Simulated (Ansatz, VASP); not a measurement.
**One calculation of CoO, two programs**

```xyz
4
Lattice="0.0000 4.2630 4.2630 2.1315 0.0000 2.1315 2.1315 2.1315 0.0000" Properties=species:S:1:pos:R:3 pbc="T T T"
Co    0.0000    0.0000    0.0000
Co    0.0000    2.1315    2.1315
O     2.1315    2.1315    2.1315
O     2.1315    4.2630    4.2630
```

Alike in both runs: task single point; functional PBE; k mesh 5 × 10 × 10; occupations fermi-dirac, width 0.05 eV; no spin polarisation.

```csv
,VASP,Ansatz
version,VASP 6.6.1,Ansatz 0.2.0
potentials or method,"VASP PAW PBE potentials, release 64 (Co, O), cutoff 520 eV",PAW plane waves
valence electrons in the cell,30,46
```

```csv
,VASP,Ansatz,Ansatz less VASP
pressure (GPa),-19.5,-19.3,+0.16
```

VASP's potentials hold 30 valence electrons a cell and Ansatz's 46, so a difference there can come from the potentials and not from the codes.
